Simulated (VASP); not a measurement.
Runs of VASP 6.6.1 on LiF. It takes space group F-43m (No. 216, cubic). The conventional cell has a = 4.289 Å, b = 4.289 Å, c = 4.289 Å, α = 90.00°, β = 90.00°, γ = 90.00°. Li (site symmetry -43m) has 4 F at 1.86 Å within 2.5 Å. F (site symmetry -43m) has 4 Li at 1.86 Å within 2.5 Å. 

```csv
level,k mesh,smearing,grid for exact exchange (PRECFOCK),share of exact exchange,screening parameter,gap on the mesh (eV)
HSE06,4 × 4 × 4,gaussian 0.01 eV,Normal,0.25,0.2079 1/Å,10.09
HSE06,4 × 4 × 4,methfessel-paxton 0.2 eV,Normal,0.25,0.2079 1/Å,10.05
HSE06,4 × 4 × 4,methfessel-paxton 0.05 eV,Normal,0.25,0.2079 1/Å,10.09
PBE-based screened hybrid with 30 % exact exchange,4 × 4 × 4,gaussian 0.01 eV,Normal,0.3,0.5 1/Å,9.61
PBE-based screened hybrid with 35 % exact exchange,4 × 4 × 4,gaussian 0.01 eV,Normal,0.35,0.2078 1/Å,10.97
PBE-based screened hybrid with 15 % exact exchange,4 × 4 × 4,gaussian 0.01 eV,Normal,0.15,0.1 1/Å,(a)
PBE-based screened hybrid with 50 % exact exchange,4 × 4 × 4,gaussian 0.01 eV,Normal,0.5,0.5 1/Å,(b)
PBEsol,8 × 8 × 8,gaussian 0.01 eV,-,-,-,7.74
```

Alike in all rows: task single point; potentials or basis VASP PAW PBE potentials, release 64 (Li_sv, F); no spin polarisation; cell as given; cutoff (eV) 520.

**Question.** Fill in the values left out.

**Answer.** (a) 9.45; (b) 10.75.

Caveats: some runs use coarse meshes; the structure was generated, so it needn't be the stable form of LiF.

A k mesh can miss the band edges.
